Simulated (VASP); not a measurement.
A run of VASP 6.6.1:

Contents of INCAR:

```
ALGO = Fast ; EDIFF = 1E-6
ENCUT = 520 ; GGA = PE
ISIF = 2 ; ISMEAR = 0
ISPIN = 2 ; LASPH = True
LCHARG = True ; LELF = True
LMAXMIX = 4 ; LORBIT = 11
LREAL = False ; LVHAR = True
LWAVE = False ; MAGMOM = 2.44
NBANDS = 14 ; NELM = 150
PREC = Accurate ; SIGMA = 0.15
```

Contents of KPOINTS:

```
k-points
0
Gamma
  10 10 10
```

POSCAR

```
Fe
1.0
   -1.5195513979      1.4157750842      1.5148793401
    1.5195513979     -1.4157750842      1.5148793401
    1.5195513979      1.4157750842     -1.5148793401
Fe
1
Direct
    0.0000000000      0.0000000000      0.0000000000
```

Potentials or basis: VASP PAW PBE potentials, release 64 (Fe).

The run is started by

```sh
$ cat potpaw_PBE.64/Fe/POTCAR > POTCAR
$ mpirun -np 1 vasp_std > vasp.out
```

Hardware: 1 thread of Intel(R) Xeon(R) Platinum 8488C (Sapphire Rapids), with other jobs on the host.

Estimate the wall time of this run.

Run time: 37 s on 1 thread of Intel(R) Xeon(R) Platinum 8488C (Sapphire Rapids), with other jobs on the host, peak memory 0.16 GiB. Counts: scf iterations 14, k points 171.
